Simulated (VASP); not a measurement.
# AlNi in VASP: further runs

AlNi is run at these levels: PBE; tasks: single point.

All numbers are computed with VASP 6.6.1; they aren't measurements. Logs are shortened: lines on timing, memory, paths and dates and some standing lists are left out, and cuts for length are marked.

### 1 The cell of the first run

Symmetry: Pm, No. 6, monoclinic system. Conventional cell: a = 2.893 Å, b = 2.893 Å, c = 2.893 Å, α = 90.00°, β = 90.00°, γ = 90.00°. Al (site symmetry m) has 8 Ni at 2.41 to 2.61 Å and 6 Al at 2.89 Å within 3.2 Å. Within 3.2 Å of Ni (site symmetry m) lie 8 Al at 2.41 to 2.61 Å and 6 Ni at 2.89 Å.

### 2 Single point, PBE (atoms displaced along a vibrational mode)

INCAR

```
ALGO = Fast ; EDIFF = 1E-7
ENCUT = 520 ; GGA = PE
ISIF = 2 ; ISMEAR = 0
LASPH = T ; LCHARG = F
LREAL = F ; LWAVE = F
NBANDS = 14 ; NELM = 60
PREC = Accurate ; SIGMA = 0.15
```

KPOINTS

```
k-points
0
Gamma
  16 16 16
```

POSCAR

```
AlNi
1.0
    2.8927237805      0.0000000000      0.0000000000
    0.0000000000      2.8927237805      0.0000000000
    0.0000000000      0.0000000000      2.8927237805
Al Ni
1 1
Direct
   -0.0345694949     -0.0069138990      0.0000000000
    0.5158917043      0.5031783409      0.5000000000
```

Potentials or basis: VASP PAW PBE potentials, release 64 (Al, Ni).

Started as:

```sh
$ cat potpaw_PBE.64/Al/POTCAR potpaw_PBE.64/Ni/POTCAR > POTCAR
$ mpirun -np 1 vasp_std > vasp.out
```

OUTCAR:

```text
EDIFF = 1E-7
   ENCUT = 520
   GGA = PE
   ISIF = 2
   ISMEAR = 0
   LASPH = T
   LREAL = F
   NELM = 60
   PREC = Accurate

 ion  position               nearest neighbor table
   1  0.965  0.993  0.000-   2 2.41   2 2.41   2 2.44   2 2.44   2 2.58   2 2.58   2 2.61   2 2.61

   2  0.516  0.503  0.500-   1 2.41   1 2.41   1 2.44   1 2.44   1 2.58   1 2.58   1 2.61   1 2.61

  LATTYP: Found a simple cubic cell.
 ALAT       =     2.8927237805

  Lattice vectors:

 A1 = (   2.8927237805,   0.0000000000,   0.0000000000)
 A2 = (   0.0000000000,   2.8927237805,   0.0000000000)
 A3 = (   0.0000000000,   0.0000000000,   2.8927237805)

Analysis of symmetry for initial positions (statically):
=====================================================================
 Subroutine PRICEL returns:
 Original cell was already a primitive cell.

 Routine SETGRP: Setting up the symmetry group for a
 simple cubic supercell.

 Subroutine GETGRP returns: Found  2 space group operations
 (whereof  2 operations were pure point group operations)
 out of a pool of 48 trial point group operations.

The static configuration has the point symmetry C_1h.

Analysis of symmetry for dynamics (positions and initial velocities):
=====================================================================
 Subroutine PRICEL returns:
 Original cell was already a primitive cell.

 Routine SETGRP: Setting up the symmetry group for a
 simple cubic supercell.

 Subroutine GETGRP returns: Found  2 space group operations
 (whereof  2 operations were pure point group operations)
 out of a pool of 48 trial point group operations.

The dynamic configuration has the point symmetry C_1h.

 Subroutine INISYM returns: Found  2 space group operations
 (whereof  2 operations are pure point group operations),
 and found     1 'primitive' translations

----------------------------------------------------------------------------------------

                                     Primitive cell

  volume of cell :      24.2059

  direct lattice vectors                    reciprocal lattice vectors
     2.892723780  0.000000000  0.000000000     0.345694949  0.000000000  0.000000000
     0.000000000  2.892723780  0.000000000     0.000000000  0.345694949  0.000000000
     0.000000000  0.000000000  2.892723780     0.000000000  0.000000000  0.345694949

  length of vectors
     2.892723780  2.892723780  2.892723780     0.345694949  0.345694949  0.345694949

  position of ions in fractional coordinates (direct lattice)
     0.965430505  0.993086101  0.000000000
     0.515891704  0.503178341  0.500000000

  ion indices of the primitive-cell ions
   primitive index   ion index
                 1           1
                 2           2

----------------------------------------------------------------------------------------

 KPOINTS: k-points

Automatic generation of k-mesh.
 Grid dimensions read from file:
 generate k-points for:   16   16   16

 Generating k-lattice:

  Cartesian coordinates                     Fractional coordinates (reciprocal lattice)
     0.021605934  0.000000000  0.000000000     0.062500000  0.000000000  0.000000000
     0.000000000  0.021605934  0.000000000     0.000000000  0.062500000  0.000000000
     0.000000000  0.000000000  0.021605934     0.000000000  0.000000000  0.062500000

  Length of vectors
     0.021605934  0.021605934  0.021605934

  Shift w.r.t. Gamma in fractional coordinates (k-lattice)
     0.000000000  0.000000000  0.000000000

 Subroutine IBZKPT returns following result:
 ===========================================

 Found   1170 irreducible k-points:

 Following reciprocal coordinates:
            Coordinates               Weight
  0.000000  0.000000  0.000000      1.000000
  0.062500  0.000000  0.000000      2.000000
  0.000000  0.062500  0.000000      2.000000
  0.000000  0.000000  0.062500      2.000000
  0.125000  0.000000  0.000000      2.000000
  0.000000  0.125000  0.000000      2.000000
[... 16 lines left out ...]
  0.500000  0.000000  0.000000      1.000000
  0.000000  0.500000  0.000000      1.000000
 [... further k-points ...]
   k-points           NKPTS =   1170   k-points in BZ     NKDIM =   1170   number of bands    NBANDS=     14
   number of dos      NEDOS =    301   number of ions     NIONS =      2
   total plane-waves  NPLWV =  13824
   dimension x,y,z NGX =    24 NGY =   24 NGZ =   24
   dimension x,y,z NGXF=    48 NGYF=   48 NGZF=   48
   ions per type =               1   1
   NGX,Y,Z   is equivalent  to a cutoff of  13.79, 13.79, 13.79 a.u.
   NGXF,Y,Z  is equivalent  to a cutoff of  27.59, 27.59, 27.59 a.u.
 SYSTEM =  unknown system
   PREC   = accura    normal or accurate (medium, high low for compatibility)
   ISTART =      0    job   : 0-new  1-cont  2-samecut
   ICHARG =      2    charge: 1-file 2-atom 10-const
   ISPIN  =      1    spin polarized calculation?
   LNONCOLLINEAR =      F non collinear calculations
   LSORBIT =      F    spin-orbit coupling
   LASPH  =      T    aspherical Exc in radial PAW
   ENCUT  =  520.0 eV  38.22 Ry    6.18 a.u.   5.38  5.38  5.38*2*pi/ulx,y,z
   NELM   =     60;   NELMIN=  2; NELMDL= -5     # of ELM steps
   EDIFF  = 0.1E-06   stopping-criterion for ELM
   LREAL  =      F    real-space projection
   EDIFFG = 0.1E-05   stopping-criterion for IOM
   NSW    =      0    number of steps for IOM
   IBRION =     -1    ionic relax: 0-MD 1-quasi-New 2-CG
   NFREE  =      0    steps in history (QN), initial steepest desc. (CG)
   ISIF   =      2    stress and relaxation
   ISYM   =      2    0-nonsym 1-usesym 2-fastsym
   POTIM  = 0.5000    time-step for ionic-motion
   TEBEG  =    0.0;   TEEND  =   0.0 temperature during run
   PSTRESS=    0.0 pullay stress
   NELECT =      13.0000    total number of electrons
   NUPDOWN=      -1.0000    fix difference up-down
   EMIN   =  10.00;   EMAX   =-10.00  energy-range for DOS
   EFERMI =   0.00;   METHOD = LEGACY
   ISMEAR =     0;   SIGMA  =   0.15  broadening in eV -4-tet -1-fermi 0-gaus
   EFERMI_NEDOS =   21; number of points for ismear=-14 and -15
   IALGO  =     68    algorithm
   IMIX   =      4    mixing-type and parameters
     AMIX     =   0.40;   BMIX     =  1.00
     AMIX_MAG =   1.60;   BMIX_MAG =  1.00
  volume/ion in A,a.u.               =      12.10        81.67
  Fermi-wavevector in a.u.,A,eV,Ry     =   1.330707  2.514671 24.092926  1.770780
  Thomas-Fermi vector in A             =   2.459773
   LORBIT       =      0    0 simple, 1 ext, 2 COOP (PROOUT), +10 PAW based schemes
   GGA     = PE    functional components
   LHFCALC =     F    Hartree Fock is set to
   AEXX    =    0.0000 exact exchange contribution
   IVDW    =     0    specifies the selected vdW correction
   LEPSILON=     F    determine dielectric tensor
   LRPA    =     F    only Hartree local field effects (RPA)
 non-spin polarized calculation
 RMM-DIIS sequential band-by-band and
 Gauss-broadening in eV      SIGMA  =   0.15
  energy-cutoff  :      520.00
  volume of cell :       24.21
 maximum number of plane-waves:       672
 NGX is ok and might be reduce to    24
   NGX = 11   NGY = 11   NGZ = 11

 number of electron      13.0000007 magnetization

 Free energy of the ion-electron system (eV)
  ---------------------------------------------------
  ext. energy  EPLUGINS =         0.00000000
  ---------------------------------------------------
  free energy    TOTEN  =       -10.48035238 eV

  energy without entropy =      -10.47157454  energy(sigma->0) =      -10.47596346

 E-fermi :   9.8607     XC(G=0): -11.9840

 val. band max:        9.8604929279   @ k =   0.3125  -0.1250  -0.3750
 cond. band min:       9.8634034072   @ k =  -0.1875   0.1875   0.3750
 fundamental gap:      0.0029104793
 Fermi energy:         9.8607033835

 k-point     1 :       0.0000    0.0000    0.0000
  band No.  band energies     occupation
      1      -1.1815      2.00000
      2       6.6634      2.00000
      3       6.6842      2.00000
      4       8.3149      2.00000
      5       8.3369      2.00000
      6       8.3378      2.00000
      7      15.3148      0.00000
      8      15.3190      0.00000
      9      15.3399      0.00000
     10      17.9751      0.00000
     11      17.9814      0.00000
     12      23.2477      0.00000
     13      30.4589      0.00000
     14      30.5390      0.00000

 k-point     2 :       0.0625    0.0000    0.0000
  band No.  band energies     occupation
      1      -1.1103      2.00000
      2       6.6788      2.00000
      3       6.6800      2.00000
      4       8.3030      2.00000
      5       8.3062      2.00000
      6       8.3223      2.00000
      7      14.5471      0.00000
      8      15.4128      0.00000
      9      15.4147      0.00000
     10      17.9808      0.00000
     11      18.6959      0.00000
     12      23.4934      0.00000
     13      29.6770      0.00000
     14      29.6793      0.00000

 k-point     3 :       0.0000    0.0625    0.0000
  band No.  band energies     occupation
      1      -1.1101      2.00000
      2       6.6614      2.00000
      3       6.6978      2.00000
      4       8.2840      2.00000
      5       8.3064      2.00000
      6       8.3408      2.00000
      7      14.5180      0.00000
      8      15.4136      0.00000
      9      15.4569      0.00000
     10      17.9850      0.00000
     11      18.6699      0.00000
     12      23.5013      0.00000
     13      29.6917      0.00000
     14      29.7732      0.00000
[... 324 lines left out ...]
 k-point    23 :       0.5000    0.0000    0.0000
  band No.  band energies     occupation
      1       2.8807      2.00000
      2       3.2631      2.00000
      3       7.1233      2.00000
      4       7.6492      2.00000
      5       7.6507      2.00000
      6       8.4022      2.00000
      7       9.2284      2.00000
      8      18.1793      0.00000
      9      19.7167      0.00000
     10      19.7194      0.00000
     11      20.7290      0.00000
     12      20.7346      0.00000
     13      23.8159      0.00000
     14      25.1687      0.00000

 k-point    24 :       0.0000    0.5000    0.0000
  band No.  band energies     occupation
      1       2.9792      2.00000
      2       3.1684      2.00000
      3       7.1397      2.00000
      4       7.6197      2.00000
      5       7.6537      2.00000
      6       8.4191      2.00000
      7       9.2062      2.00000
      8      18.1585      0.00000
      9      19.8314      0.00000
     10      19.9185      0.00000
     11      20.4944      0.00000
     12      20.6490      0.00000
     13      24.1331      0.00000
     14      24.8734      0.00000

 [... further k-points ...]

------------------------ aborting loop because EDIFF is reached ----------------------------------------

  FORCE on cell =-STRESS in cart. coord.  units (eV):
  Direction    XX          YY          ZZ          XY          YZ          ZX
  --------------------------------------------------------------------------------------
  -------------------------------------------------------------------------------------
  Total        0.1216809      0.2679520      0.2748957      0.0892894      0.0000000      0.0000000
  in kB        8.0540057     17.7356355     18.1952361      5.9100256      0.0000000      0.0000000
  external PRESSURE =      14.6616258 kB  Pullay stress =       0.0000000 kB

 VOLUME and BASIS-vectors are now :
 -----------------------------------------------------------------------------
  energy-cutoff  :      520.00
  volume of cell :       24.21
      direct lattice vectors                 reciprocal lattice vectors
     2.892723780  0.000000000  0.000000000     0.345694949  0.000000000  0.000000000
     0.000000000  2.892723780  0.000000000     0.000000000  0.345694949  0.000000000
     0.000000000  0.000000000  2.892723780     0.000000000  0.000000000  0.345694949

 POSITION                                       TOTAL-FORCE (eV/Angst)
 -----------------------------------------------------------------------------------
      2.79272      2.87272      0.00000         0.834497      0.178450      0.000000
      1.49233      1.45556      1.44636        -0.834497     -0.178450      0.000000
 -----------------------------------------------------------------------------------
    total drift:                                0.000439     -0.000214     -0.000001

  FREE ENERGIE OF THE ION-ELECTRON SYSTEM (eV)
  ---------------------------------------------------
  free  energy   TOTEN  =       -10.4803523795 eV

  energy  without entropy=      -10.4715745387  energy(sigma->0) =      -10.47596346
```

Run time: 5.2 min. Hardware: 1 thread of Intel Xeon Platinum 8259CL at 2.50GHz (Skylake/Cascade Lake), shared host; peak memory 0.5 GiB.

What came out:

```yaml
Free_energy: -10.4804 eV
Pressure: 1.5 GPa
Largest_force: 0.853 eV/Å
Band_gap_on_the_k_mesh: zero (an odd number of electrons rules out a gap without spin polarisation)
```

Forces on the atoms (eV/Å):
```
Al   0.834  0.178  0.000
Ni  -0.834 -0.178  0.000
```

Stress tensor (GPa, compression positive):
```
0.81 0.59 0.00
0.59 1.77 0.00
0.00 0.00 1.82
```

Caveat: the cell differs from its parent crystal (atoms displaced along a vibrational mode). Spin polarisation is off, so any magnetic state and its effect on volume and gap are missing.

### 3 Single point, PBE (atoms displaced along a vibrational mode)

INCAR

```
PREC = Accurate ; ENCUT = 520
EDIFF = 1E-6 ; ISMEAR = 0
SIGMA = 0.15 ; LREAL = False
LASPH = True ; NELM = 80
ALGO = Fast ; ISIF = 2
LWAVE = False ; LCHARG = False
GGA = PE ; NBANDS = 14
```

KPOINTS

```
regular mesh
0
Gamma
  16 16 16
```

POSCAR

```
AlNi
1.0
    2.8927237805      0.0000000000      0.0000000000
    0.0000000000      2.8927237805      0.0000000000
    0.0000000000      0.0000000000      2.8927237805
Al Ni
1 1
Direct
   -0.0345694949      0.0000000000      0.0000000000
    0.5158917043      0.5000000000      0.5000000000
```

Potentials or basis: VASP PAW PBE potentials, release 64 (Al, Ni).

Started as:

```sh
$ cat potpaw_PBE.64/Al/POTCAR potpaw_PBE.64/Ni/POTCAR > POTCAR
$ mpirun -np 1 vasp_std > vasp.out
```

Run time: 1.8 min. Hardware: 1 thread of AMD EPYC 7R13 (Zen 3), shared host; peak memory 0.22 GiB.

Results (log left out):

```yaml
Free_energy: -10.4830 eV
Pressure: 1.3 GPa
Largest_force: 0.832 eV/Å
Band_gap_on_the_k_mesh: zero (an odd number of electrons rules out a gap without spin polarisation)
```

Forces in eV/Å, atoms in the order of the input:
```
Al   0.832  0.000  0.000
Ni  -0.832  0.000  0.000
```

Stress tensor (GPa, compression positive):
```
0.60 0.00 0.00
0.00 1.61 0.00
0.00 0.00 1.61
```

Levels at points of the mesh, in eV from the Fermi level:
| k point | band 4 | band 5 | band 6 | band 7 | band 8 | band 9 | band 10 | band 11 |
| --- | --- | --- | --- | --- | --- | --- | --- | --- |
| (0.00, 0.00, 0.00) | -1.54 | -1.52 | -1.52 | 5.46 | 5.46 | 5.47 | 8.11 | 8.12 |
| (0.50, 0.00, 0.00) | -2.21 | -2.21 | -1.46 | -0.63 | 8.32 | 9.85 | 9.85 | 10.87 |
| (0.00, 0.50, 0.00) | -2.24 | -2.21 | -1.44 | -0.65 | 8.30 | 9.98 | 10.06 | 10.63 |
| (0.50, 0.50, 0.00) | -2.73 | -2.07 | -2.04 | -1.01 | 1.46 | 2.39 | 12.17 | 14.93 |
| (0.00, 0.50, 0.50) | -2.90 | -1.98 | -1.98 | -1.01 | 1.44 | 2.39 | 12.23 | 14.43 |
| (0.50, 0.50, 0.50) | -0.98 | -0.97 | 1.96 | 1.96 | 2.05 | 3.40 | 4.45 | 4.45 |

Caveat: the cell differs from its parent crystal (atoms displaced along a vibrational mode). Spin polarisation is off, so any magnetic state and its effect on volume and gap are missing.
